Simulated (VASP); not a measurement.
The system is KGe5.

```
CELL_PARAMETERS angstrom
-2.84715 2.84715 4.79975
2.84715 -2.84715 4.79975
2.84715 2.84715 -4.79975
ATOMIC_POSITIONS crystal
K 0.50000 0.50000 0.00000
Ge 0.00000 0.00000 0.00000
Ge 0.99377 0.78778 0.20599
Ge 0.21222 0.41822 0.20599
Ge 0.21222 0.00623 0.79401
Ge 0.58178 0.78778 0.79401
```

The cell was generated, and may not be a known phase.

```yaml
Program: VASP 6.6.1
Task: relaxation of cell and atoms
Functional: PBE
Potentials_or_basis: VASP PAW PBE potentials, release 64 (K_sv, Ge_d)
Cutoff: 600 eV
k_mesh: 4 × 4 × 4
Occupations: gaussian, width 0.1 eV
Spin: no spin polarisation
```

At the start: pressure 11.5 GPa; volume 25.94 Å³/atom.

Q: Where does the relaxation end?

A: Over 10 steps the energy falls by 219.0 meV/atom and the volume is 31.83 Å³/atom (+22.7 %); space group I-4m2 (No. 119, to 0.1 Å) before and after.

Step by step:
```
step  energy change (eV)  largest force (eV/Å)  pressure (GPa)  volume (Å³)
   1              0.0000                1.5778           11.54       155.63
   2             -1.2231                0.4175           -1.18       201.39
   3             -1.2783                0.3472            0.41       190.23
   4             -1.2788                0.3548            0.26       191.27
   5             -1.2973                0.1988           -0.14       192.99
   6             -1.3009                0.1258           -0.37       194.25
   7             -1.3083                0.0720           -0.20       192.58
   8             -1.3103                0.0708            0.15       190.51
   9             -1.3106                0.0592            0.09       191.00
  10             -1.3142                0.0107           -0.06       190.97
```

Final structure:
```
K Ge
1.0
    -2.98989    2.98989    5.34064
     2.98989   -2.98989    5.34064
     2.98989    2.98989   -5.34064
K Ge
1 5
Direct
  0.50000 0.50000 0.00000
  0.00000 0.00000 0.00000
  0.00710 0.79160 0.21549
  0.20840 0.42389 0.21549
  0.20840 0.99290 0.78451
  0.57611 0.79160 0.78451
```

Caveat: the volume moved by over 15 % at a fixed basis, so the end points are rough; an odd number of electrons without spin polarisation forces a metal; a magnetic or distorted state may lie lower.
